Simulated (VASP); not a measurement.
Crystal: Sb.

```
Sb
1.0
     3.37263    0.00000    0.00000
     0.00000    3.37263    0.00000
     0.00000    0.00000    3.03803
Sb
1
Direct
  0.50000 0.50000 0.50000
```

The cell was built from a structure type or drawn by symmetry, and may not be a known phase.

```yaml
Program: VASP 6.6.1
Task: relaxation of cell and atoms
Functional: PBE
Potentials_or_basis: VASP PAW PBE potentials, release 64 (Sb)
Cutoff: 600 eV
k_mesh: 6 × 6 × 6
Occupations: gaussian, width 0.1 eV
Spin: no spin polarisation
```

At the start: pressure -4.2 GPa; volume 34.56 Å³/atom.

Problem. How do energy, volume and symmetry change on relaxing?

Solution. Over 6 steps the energy falls by 144.8 meV/atom and the volume is 30.42 Å³/atom (-12.0 %); space group P4/mmm (No. 123, to 0.1 Å) before, Pm-3m (No. 221, to 0.1 Å).

The path:
```tsv
step	energy change (eV)	largest force (eV/Å)	pressure (GPa)	volume (Å³)
1	0.0000	0.0000	-4.19	34.56
2	-0.1442	0.0000	0.50	30.08
3	-0.1444	0.0000	0.36	30.21
4	-0.1446	0.0000	0.24	30.31
5	-0.1332	0.0000	-1.81	31.76
6	-0.1448	0.0000	0.13	30.42
```

Final structure:
```
Sb
1.0
     3.11574    0.00000    0.00000
     0.00000    3.11574    0.00000
     0.00000    0.00000    3.13350
Sb
1
Direct
  0.50000 0.50000 0.50000
```
